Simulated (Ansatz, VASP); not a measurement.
# Ta: VASP beside Ansatz

The input INCAR:

```
SYSTEM = Ta
  AGGAC = 1.0
  AGGAX = 1.0
  ALDAC = 0.0
  ALDAX = 1.0
  ALGO = Normal
  EDIFF = 1E-7
  ENCUT = 520
  GGA = B5
  ISIF = 2
  ISMEAR = -1
  LASPH = .True.
  LCHARG = .False.
  LREAL = .False.
  LWAVE = .False.
  NBANDS = 12
  NELM = 80
  PREC = Accurate
  SIGMA = 0.1
```

File KPOINTS:

```
k-points
0
Gamma
  14 14 14
  0 0 0
```

Contents of POSCAR:

```
Ta
1.0
    0.0000000000      2.0740029033      2.0740029033
    2.0740029033      0.0000000000      2.0740029033
    2.0740029033      2.0740029033      0.0000000000
Ta
1
Direct
    0.0000000000      0.0000000000      0.0000000000
```

Input for Ansatz:

```yaml
crystal:
  lattice:
    - [0.0, 2.0740029033, 2.0740029033]
    - [2.0740029033, 0.0, 2.0740029033]
    - [2.0740029033, 2.0740029033, 0.0]
  atoms:
    - { symbol: Ta, position: [0.0, 0.0, 0.0] }
hamiltonian:
  xc: blyp
  pseudopotentials:
    kind: paw
    azcp:
      Ta: "pseudopotentials/Ta.paw.azcp"
basis:
  ecutwfc: 420
  fft_grid_basis: typed
kpoints:
  mp_grid: { grid: [14, 14, 14], shift: [0, 0, 0] }
magnetization:
  spin_polarized: false
scf:
  occupations: { method: fermi_dirac, width: 0.1 }
  lower_state_search: "off"
output:
  stress: true
```

Alike in both runs: task single point; functional BLYP; k mesh 14 × 14 × 14; occupations fermi-dirac, width 0.1 eV; no spin polarisation.

|  | VASP | Ansatz |
| --- | --- | --- |
| version | VASP 6.6.1 | Ansatz 0.2.0 |
| potentials or method | VASP PAW PBE potentials, release 64 (Ta_pv), cutoff 520 eV | plane waves (420 eV) with PAW, scalar-relativistic |
| valence electrons in the cell | 11 | 13 |

Ansatz gave:

| Item | Value |
| --- | --- |
| pressure (GPa) | 17.4 |

**Question.** Which values does VASP return?

**Answer.** Pressure (GPa): 18.5.

VASP's potentials were made for PBE, not for BLYP. VASP's potentials hold 11 valence electrons a cell and Ansatz's 13, so a difference there can come from the potentials and not from the codes.

Spin-orbit coupling is off throughout.
